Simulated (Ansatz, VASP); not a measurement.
## Two plane-wave programs on WC

The input INCAR:

```
ALGO     = Normal         # electronic algorithm
EDIFF    = 1E-6           # SCF threshold, eV
ENCUT    = 520            # plane-wave cutoff, eV
GGA      = PS             # functional
ISIF     = 2              # what is computed and relaxed
ISMEAR   = 0              # smearing method
LASPH    = True           # aspherical terms in the spheres
LCHARG   = False          # write CHGCAR
LREAL    = False          # projectors in reciprocal space
LWAVE    = False          # write WAVECAR
NBANDS   = 16             # bands
NELM     = 80             # most SCF steps
PREC     = Accurate       # precision mode
SIGMA    = 0.15           # smearing width, eV
```

File KPOINTS:

```
k-points
0
Gamma
  24 24 24
```

POSCAR

```
WC
1.0
    0.0000000000      2.2270025086      2.2270025086
    2.2270025086      0.0000000000      2.2270025086
    2.2270025086      2.2270025086      0.0000000000
W C
1 1
Direct
    0.0000000000      0.0000000000      0.0000000000
    0.5000000000      0.5000000000      0.5000000000
```

Input for Ansatz:

```yaml
crystal:
  lattice:
    - [0.0, 2.2270025086, 2.2270025086]
    - [2.2270025086, 0.0, 2.2270025086]
    - [2.2270025086, 2.2270025086, 0.0]
  atoms:
    - { symbol: W, position: [0.0, 0.0, 0.0] }
    - { symbol: C, position: [0.5, 0.5, 0.5] }
basis:
  ecutwfc: 420
kpoints:
  mp_grid: { grid: [24, 24, 24] }
hamiltonian:
  xc: pbesol
scf:
  occupations: { method: gaussian, width: 0.15 }
output:
  forces: true
  stress: true
  eigenvalues: true
```

Change from the starting cell: strain +0.025 along x and y, +0.025 along z, atoms carried along.

Alike in both runs: task single point; functional PBEsol; k mesh 24 × 24 × 24; occupations gaussian, width 0.15 eV; no spin polarisation.

```csv
,VASP,Ansatz
version,VASP 6.6.1,Ansatz 0.2.0
potentials or method,"VASP PAW PBE potentials, release 64 (W_sv, C), cutoff 520 eV","scalar-relativistic, plane waves, PAW"
valence electrons in the cell,18,18
```

|  | VASP | Ansatz | Ansatz less VASP |
| --- | --- | --- | --- |
| gap on the k mesh at the Fermi level (eV) | none | none | - |
| pressure (GPa) | -23.8 | -24.6 | -0.79 |

VASP's potentials were made for PBE, not for PBEsol. A gap of «none» marks a metal or a gap that the smearing closes.

Spin-orbit coupling is off throughout.
